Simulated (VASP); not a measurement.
# Li (Pm-3n) in VASP: notebook

Runs on Li. Level: PBE. Tasks: single point, relaxation of cell and atoms.

All numbers are computed with VASP 6.6.1; they aren't measurements. Logs are shortened: lines on timing, memory, paths and dates and some standing lists are left out, and cuts for length are marked.

**1. The cell of the first run**

Symmetry: Pm-3n, No. 223, cubic system. Conventional cell: a = 5.451 Å, b = 5.451 Å, c = 5.451 Å, α = 90.00°, β = 90.00°, γ = 90.00°. Within 4.0 Å of Li (site symmetry m-3) lie 12 Li at 3.05 Å. Li (site symmetry -4m2) has 14 Li at 2.73 to 3.34 Å within 3.6 Å.

**2. Single point, PBE**

Input file INCAR:

```
SYSTEM = Li
PREC = Accurate
ENCUT = 520
EDIFF = 1E-7
ISMEAR = -1
SIGMA = 0.1
LREAL = .False.
LASPH = .True.
NELM = 80
ALGO = Normal
ISIF = 2
LWAVE = .False.
LCHARG = .True.
GGA = PE
LELF = .True.
LVHAR = .True.
NBANDS = 22
```

Input file KPOINTS:

```
regular mesh
0
Gamma
  5 5 5
  0 0 0
```

Input file POSCAR:

```
Li
1.0
    5.4513978575      0.0000000000      0.0000000000
    0.0000000000      5.4513978575      0.0000000000
    0.0000000000      0.0000000000      5.4513978575
Li
8
Direct
    1.0000000000      1.0000000000      1.0000000000
    0.5000000000      0.5000000000      0.5000000000
    0.2500000000      1.0000000000      0.5000000000
    0.7500000000      1.0000000000      0.5000000000
    0.5000000000      0.2500000000      1.0000000000
    0.5000000000      0.7500000000      0.0000000000
    0.0000000000      0.5000000000      0.2500000000
    0.0000000000      0.5000000000      0.7500000000
```

Potentials or basis: VASP PAW PBE potentials, release 64 (Li_sv).

On the command line:

```console
$ cat potpaw_PBE.64/Li_sv/POTCAR > POTCAR
$ mpirun -np 1 vasp_std > vasp.out
```

OUTCAR:

```text
SYSTEM = Li
   PREC = Accurate
   ENCUT = 520
   EDIFF = 1E-7
   ISMEAR = -1
   LREAL = .False.
   LASPH = .True.
   NELM = 80
   ISIF = 2
   GGA = PE

 ion  position               nearest neighbor table
   1  0.000  0.000  0.000-
   2  0.500  0.500  0.500-
   3  0.250  0.000  0.500-
   4  0.750  0.000  0.500-
   5  0.500  0.250  0.000-
   6  0.500  0.750  0.000-
   7  0.000  0.500  0.250-
   8  0.000  0.500  0.750-

  LATTYP: Found a simple cubic cell.
 ALAT       =     5.4513978575

  Lattice vectors:

 A1 = (   5.4513978575,   0.0000000000,   0.0000000000)
 A2 = (   0.0000000000,   5.4513978575,   0.0000000000)
 A3 = (   0.0000000000,   0.0000000000,   5.4513978575)

Analysis of symmetry for initial positions (statically):
=====================================================================
 Subroutine PRICEL returns:
 Original cell was already a primitive cell.

 Routine SETGRP: Setting up the symmetry group for a
 simple cubic supercell.

 Subroutine GETGRP returns: Found 48 space group operations
 (whereof 24 operations were pure point group operations)
 out of a pool of 48 trial point group operations.

The static configuration has the point symmetry T_h .
 The point group associated with its full space group is O_h .

Analysis of symmetry for dynamics (positions and initial velocities):
=====================================================================
 Subroutine PRICEL returns:
 Original cell was already a primitive cell.

 Routine SETGRP: Setting up the symmetry group for a
 simple cubic supercell.

 Subroutine GETGRP returns: Found 48 space group operations
 (whereof 24 operations were pure point group operations)
 out of a pool of 48 trial point group operations.

The dynamic configuration has the point symmetry T_h .
 The point group associated with its full space group is O_h .

 Subroutine INISYM returns: Found 48 space group operations
 (whereof 24 operations are pure point group operations),
 and found     1 'primitive' translations

----------------------------------------------------------------------------------------

                                     Primitive cell

  volume of cell :     162.0032

  direct lattice vectors                    reciprocal lattice vectors
     5.451397857  0.000000000  0.000000000     0.183439189  0.000000000  0.000000000
     0.000000000  5.451397857  0.000000000     0.000000000  0.183439189  0.000000000
     0.000000000  0.000000000  5.451397857     0.000000000  0.000000000  0.183439189

  length of vectors
     5.451397857  5.451397857  5.451397857     0.183439189  0.183439189  0.183439189

  position of ions in fractional coordinates (direct lattice)
     0.000000000  0.000000000  0.000000000
     0.500000000  0.500000000  0.500000000
     0.250000000  0.000000000  0.500000000
     0.750000000  0.000000000  0.500000000
     0.500000000  0.250000000  0.000000000
     0.500000000  0.750000000  0.000000000
     0.000000000  0.500000000  0.250000000
     0.000000000  0.500000000  0.750000000

  ion indices of the primitive-cell ions
   primitive index   ion index
                 1           1
                 2           2
                 3           3
                 4           4
                 5           5
                 6           6
                 7           7
                 8           8

----------------------------------------------------------------------------------------

 KPOINTS: regular mesh

Automatic generation of k-mesh.
 Grid dimensions read from file:
 generate k-points for:    5    5    5

 Generating k-lattice:

  Cartesian coordinates                     Fractional coordinates (reciprocal lattice)
     0.036687838  0.000000000  0.000000000     0.200000000  0.000000000  0.000000000
     0.000000000  0.036687838  0.000000000     0.000000000  0.200000000  0.000000000
     0.000000000  0.000000000  0.036687838     0.000000000  0.000000000  0.200000000

  Length of vectors
     0.036687838  0.036687838  0.036687838

  Shift w.r.t. Gamma in fractional coordinates (k-lattice)
     0.000000000  0.000000000  0.000000000

 Subroutine IBZKPT returns following result:
 ===========================================

 Found     10 irreducible k-points:

 Following reciprocal coordinates:
            Coordinates               Weight
  0.000000  0.000000  0.000000      1.000000
  0.200000  0.000000  0.000000      6.000000
  0.400000  0.000000  0.000000      6.000000
  0.200000  0.200000  0.000000     12.000000
  0.400000  0.200000  0.000000     24.000000
  0.400000  0.400000  0.000000     12.000000
  0.200000  0.200000  0.200000      8.000000
  0.400000  0.200000  0.200000     24.000000
  0.400000  0.400000  0.200000     24.000000
  0.400000  0.400000  0.400000      8.000000
   k-points           NKPTS =     10   k-points in BZ     NKDIM =     10   number of bands    NBANDS=     22
   number of dos      NEDOS =    301   number of ions     NIONS =      8
   total plane-waves  NPLWV =  74088
   dimension x,y,z NGX =    42 NGY =   42 NGZ =   42
   dimension x,y,z NGXF=    84 NGYF=   84 NGZF=   84
   ions per type =               8
   NGX,Y,Z   is equivalent  to a cutoff of  12.81, 12.81, 12.81 a.u.
   NGXF,Y,Z  is equivalent  to a cutoff of  25.62, 25.62, 25.62 a.u.
 SYSTEM =  Li
   PREC   = accura    normal or accurate (medium, high low for compatibility)
   ISTART =      0    job   : 0-new  1-cont  2-samecut
   ICHARG =      2    charge: 1-file 2-atom 10-const
   ISPIN  =      1    spin polarized calculation?
   LNONCOLLINEAR =      F non collinear calculations
   LSORBIT =      F    spin-orbit coupling
   LASPH  =      T    aspherical Exc in radial PAW
   ENCUT  =  520.0 eV  38.22 Ry    6.18 a.u.  10.14 10.14 10.14*2*pi/ulx,y,z
   NELM   =     80;   NELMIN=  2; NELMDL= -5     # of ELM steps
   EDIFF  = 0.1E-06   stopping-criterion for ELM
   LREAL  =      F    real-space projection
   EDIFFG = 0.1E-05   stopping-criterion for IOM
   NSW    =      0    number of steps for IOM
   IBRION =     -1    ionic relax: 0-MD 1-quasi-New 2-CG
   NFREE  =      0    steps in history (QN), initial steepest desc. (CG)
   ISIF   =      2    stress and relaxation
   ISYM   =      2    0-nonsym 1-usesym 2-fastsym
   POTIM  = 0.5000    time-step for ionic-motion
   TEBEG  =    0.0;   TEEND  =   0.0 temperature during run
   PSTRESS=    0.0 pullay stress
   NELECT =      24.0000    total number of electrons
   NUPDOWN=      -1.0000    fix difference up-down
   EMIN   =  10.00;   EMAX   =-10.00  energy-range for DOS
   EFERMI =   0.00;   METHOD = LEGACY
   ISMEAR =    -1;   SIGMA  =   0.10  broadening in eV -4-tet -1-fermi 0-gaus
   EFERMI_NEDOS =   21; number of points for ismear=-14 and -15
   IALGO  =     38    algorithm
   IMIX   =      4    mixing-type and parameters
     AMIX     =   0.40;   BMIX     =  1.00
     AMIX_MAG =   1.60;   BMIX_MAG =  1.00
  volume/ion in A,a.u.               =      20.25       136.66
  Fermi-wavevector in a.u.,A,eV,Ry     =   0.866238  1.636953 10.209386  0.750369
  Thomas-Fermi vector in A             =   1.984598
   LORBIT       =      0    0 simple, 1 ext, 2 COOP (PROOUT), +10 PAW based schemes
   GGA     = PE    functional components
   LHFCALC =     F    Hartree Fock is set to
   AEXX    =    0.0000 exact exchange contribution
   IVDW    =     0    specifies the selected vdW correction
   LEPSILON=     F    determine dielectric tensor
   LRPA    =     F    only Hartree local field effects (RPA)
 non-spin polarized calculation
  energy-cutoff  :      520.00
  volume of cell :      162.00
 maximum number of plane-waves:      4385
 NGX is ok and might be reduce to    42
   NGX = 21   NGY = 21   NGZ = 21

 number of electron      23.9999942 magnetization

 Free energy of the ion-electron system (eV)
  ---------------------------------------------------
  ext. energy  EPLUGINS =         0.00000000
  ---------------------------------------------------
  free energy    TOTEN  =       -15.18601708 eV

  energy without entropy =      -15.07279342  energy(sigma->0) =      -15.12940525

 E-fermi :   0.6582     XC(G=0):  -7.0463

 val. band max:        0.6574318589   @ k =   0.2000   0.2000   0.0000
 cond. band min:       0.7756607670   @ k =   0.4000   0.2000   0.0000
 fundamental gap:      0.1182289082
 Fermi energy:         0.6582275245

 k-point     1 :       0.0000    0.0000    0.0000
  band No.  band energies     occupation
      1     -45.9390      2.00000
      2     -45.9284      2.00000
      3     -45.9284      2.00000
      4     -45.9100      2.00000
      5     -45.9099      2.00000
      6     -45.9099      2.00000
[... 14 lines left out ...]
     21       4.9730      0.00000
     22       5.4996      0.00000

 k-point     2 :       0.2000    0.0000    0.0000
  band No.  band energies     occupation
      1     -45.9375      2.00000
      2     -45.9289      2.00000
      3     -45.9271      2.00000
      4     -45.9129      2.00000
      5     -45.9098      2.00000
      6     -45.9098      2.00000
[... 14 lines left out ...]
     21       5.6223      0.00000
     22       5.6224      0.00000

 k-point     3 :       0.4000    0.0000    0.0000
  band No.  band energies     occupation
      1     -45.9340      2.00000
      2     -45.9307      2.00000
      3     -45.9232      2.00000
      4     -45.9179      2.00000
      5     -45.9098      2.00000
      6     -45.9098      2.00000
[... 14 lines left out ...]
     21       5.7959      0.00000
     22       5.7959      0.00000
[... 126 lines left out ...]
 k-point     9 :       0.4000    0.4000    0.2000
  band No.  band energies     occupation
      1     -45.9291      2.00000
      2     -45.9252      2.00000
      3     -45.9228      2.00000
      4     -45.9177      2.00000
      5     -45.9172      2.00000
      6     -45.9119      2.00000
[... 14 lines left out ...]
     21       6.4056      0.00000
     22       6.4352      0.00000

 k-point    10 :       0.4000    0.4000    0.4000
  band No.  band energies     occupation
      1     -45.9247      2.00000
      2     -45.9230      2.00000
      3     -45.9230      2.00000
      4     -45.9172      2.00000
      5     -45.9172      2.00000
      6     -45.9171      2.00000
[... 14 lines left out ...]
     21       7.0088      0.00000
     22       7.0813      0.00000

------------------------ aborting loop because EDIFF is reached ----------------------------------------

  FORCE on cell =-STRESS in cart. coord.  units (eV):
  Direction    XX          YY          ZZ          XY          YZ          ZX
  --------------------------------------------------------------------------------------
  -------------------------------------------------------------------------------------
  Total       -0.0527062     -0.0527062     -0.0527062     -0.0000000      0.0000000      0.0000000
  in kB       -0.5212534     -0.5212534     -0.5212534     -0.0000000      0.0000000      0.0000000
  external PRESSURE =      -0.5212534 kB  Pullay stress =       0.0000000 kB

 VOLUME and BASIS-vectors are now :
 -----------------------------------------------------------------------------
  energy-cutoff  :      520.00
  volume of cell :      162.00
      direct lattice vectors                 reciprocal lattice vectors
     5.451397857  0.000000000  0.000000000     0.183439189  0.000000000  0.000000000
     0.000000000  5.451397857  0.000000000     0.000000000  0.183439189  0.000000000
     0.000000000  0.000000000  5.451397857     0.000000000  0.000000000  0.183439189

 POSITION                                       TOTAL-FORCE (eV/Angst)
 -----------------------------------------------------------------------------------
      0.00000      0.00000      0.00000         0.000000     -0.000000     -0.000000
      2.72570      2.72570      2.72570         0.000000     -0.000000     -0.000000
      1.36285      0.00000      2.72570         0.000000      0.000000      0.000000
      4.08855      0.00000      2.72570        -0.000000      0.000000     -0.000000
      2.72570      1.36285      0.00000        -0.000000     -0.000000      0.000000
      2.72570      4.08855      0.00000         0.000000      0.000000     -0.000000
      0.00000      2.72570      1.36285         0.000000     -0.000000      0.000000
      0.00000      2.72570      4.08855        -0.000000     -0.000000     -0.000000
 -----------------------------------------------------------------------------------
    total drift:                                0.000000     -0.000000     -0.000000

  FREE ENERGIE OF THE ION-ELECTRON SYSTEM (eV)
  ---------------------------------------------------
  free  energy   TOTEN  =       -15.1860170789 eV

  energy  without entropy=      -15.0727934194  energy(sigma->0) =      -15.12940525
```

Run time: 29 s. Hardware: 1 thread of Intel Xeon 6975P-C, shared host; peak memory 0.25 GiB.

What came out:

```
Free energy            : -15.1860 eV
Band gap on the k mesh : zero (band 12 reaches 0.91 eV, above the bottom of band 13 at 0.39 eV)
```

Caveat: the cutoff is under 1.25 times the usual one of these potentials, so pressure, stress and relaxed cells hold a basis-set (Pulay) error.

**3. Single point, PBE**

Input file INCAR:

```
ALGO = Normal
EDIFF = 1E-6
ENCUT = 520
GGA = PE
ISIF = 2
ISMEAR = -1
LASPH = True
LCHARG = False
LREAL = False
LWAVE = False
NBANDS = 22
NELM = 100
PREC = Accurate
SIGMA = 0.1
```

Input file KPOINTS:

```
k-points
0
Gamma
  6 6 6
```

POSCAR is that of step 2.

Potentials or basis: VASP PAW PBE potentials, release 64 (Li_sv).

On the command line:

```console
$ cat potpaw_PBE.64/Li_sv/POTCAR > POTCAR
$ mpirun -np 1 vasp_std > vasp.out
```

Wall time 47 s (1 thread of Intel Xeon 6975P-C, shared host); peak memory 0.25 GiB.

It converged, with:

```yaml
Free_energy: -15.1727 eV
Band_gap_on_the_k_mesh: zero (band 12 reaches 1.03 eV, above the bottom of band 13 at -0.09 eV)
```

Levels at points of the mesh, in eV from the Fermi level:
```csv
k point,band 10,band 11,band 12,band 13,band 14,band 15
"(0.00, 0.00, 0.00)",-0.30,-0.30,-0.30,0.61,0.61,0.86
"(0.50, 0.00, 0.00)",-2.62,0.40,0.40,0.84,0.84,1.37
"(0.50, 0.50, 0.00)",-1.67,-1.67,-1.67,1.06,1.50,1.50
"(0.50, 0.50, 0.50)",-0.72,-0.72,-0.72,-0.72,-0.72,-0.68
```

Caveat: the cutoff is under 1.25 times the usual one of these potentials, so pressure, stress and relaxed cells hold a basis-set (Pulay) error.

**4. Relaxation of cell and atoms, PBE**

This run uses another cell than the first one, of 21.61 Å³/atom, 1.067 times its volume.

Input file INCAR:

```
ALGO     = Normal         # electronic algorithm
EDIFF    = 1E-6           # SCF threshold, eV
EDIFFG   = -0.01          # ionic threshold
ENCUT    = 600            # plane-wave cutoff, eV
GGA      = PE             # functional
IBRION   = 2              # ionic algorithm
ISIF     = 3              # what is computed and relaxed
ISMEAR   = -1             # smearing method
LASPH    = True           # aspherical terms in the spheres
LCHARG   = False          # write CHGCAR
LREAL    = False          # projectors in reciprocal space
LWAVE    = False          # write WAVECAR
NELM     = 60             # most SCF steps
NSW      = 80             # ionic steps
PREC     = Accurate       # precision mode
SIGMA    = 0.1            # smearing width, eV
```

Input file KPOINTS:

```
k-points
0
Gamma
  5 5 5
```

Input file POSCAR:

```
Li
1.0
    5.5706665117      0.0000000000      0.0000000000
    0.0000000000      5.5706665117      0.0000000000
    0.0000000000      0.0000000000      5.5706665117
Li
8
Direct
    0.0000000000      0.0000000000      0.0000000000
    0.5000000000      0.5000000000      0.5000000000
    0.2500000000      0.0000000000      0.5000000000
    0.7500000000      0.0000000000      0.5000000000
    0.5000000000      0.2500000000      0.0000000000
    0.5000000000      0.7500000000      0.0000000000
    0.0000000000      0.5000000000      0.2500000000
    0.0000000000      0.5000000000      0.7500000000
```

On the command line:

```console
$ cat potpaw_PBE.64/Li_sv/POTCAR > POTCAR
$ mpirun -np 1 vasp_std > vasp.out
```

Run time: 92 s. Hardware: 1 thread of Intel Xeon 6975P-C, shared host; peak memory 0.32 GiB.

Results (log left out):

| Property | Result |
| --- | --- |
| Free energy | -15.1958 eV |
| Relaxed volume | 20.16 Å³/atom |
| Relaxed cell | a = 5.443 Å, b = 5.443 Å, c = 5.443 Å, α = 90.00°, β = 90.00°, γ = 90.00° |
| Space group after relaxing (to 0.05 Å) | Pm-3n (No. 223) |
| Energy gained by relaxing | 4.5 meV/atom |
| Ionic steps | 3 |
| Pressure after relaxing | -0.1 GPa |
| Band gap on the k mesh | zero (band 12 reaches 0.92 eV, above the bottom of band 13 at 0.40 eV) |

The path:
```tsv
step	energy change (eV)	largest force (eV/Å)	pressure (GPa)	volume (Å³)
1	0.0000	0.0000	-0.88	172.87
2	-0.0145	0.0000	-0.69	169.92
3	-0.0357	0.0000	-0.07	161.29
```

Final structure:
```xyz
8
Lattice="5.4433 0.0000 0.0000 0.0000 5.4433 0.0000 0.0000 0.0000 5.4433" Properties=species:S:1:pos:R:3 pbc="T T T"
Li    0.0000    0.0000    5.4433
Li    2.7217    2.7217    2.7217
Li    1.3608    0.0000    2.7217
Li    4.0825    0.0000    2.7217
Li    2.7217    1.3608    0.0000
Li    2.7217    4.0825    0.0000
Li    0.0000    2.7217    1.3608
Li    0.0000    2.7217    4.0825
```

Levels at points of the mesh, in eV from the Fermi level:
```csv
k point,band 10,band 11,band 12,band 13,band 14,band 15
"(0.00, 0.00, 0.00)",-0.33,-0.33,-0.33,0.58,0.58,0.84
```

Caveat: the cutoff is under 1.25 times the usual one of these potentials, so pressure, stress and relaxed cells hold a basis-set (Pulay) error.

**5. Overview**

```tsv
task	cell	k mesh	cutoff (eV)	gap on the mesh (eV)
single point	a = 5.451 Å, 8 atoms	5 × 5 × 5	520	none
single point	a = 5.451 Å, 8 atoms	6 × 6 × 6	520	none
relaxation of cell and atoms	relaxed from a = 5.571 Å, 8 atoms	5 × 5 × 5	600	none
```

Alike in all rows: level PBE; potentials or basis VASP PAW PBE potentials, release 64 (Li_sv); no spin polarisation; smearing fermi-dirac 0.1 eV.

Caveats: the cutoff is under 1.25 times the usual one of these potentials, so pressure, stress and relaxed cells hold a basis-set (Pulay) error.

Total energies depend on the potentials used, so only differences within one code and one set of settings carry meaning.
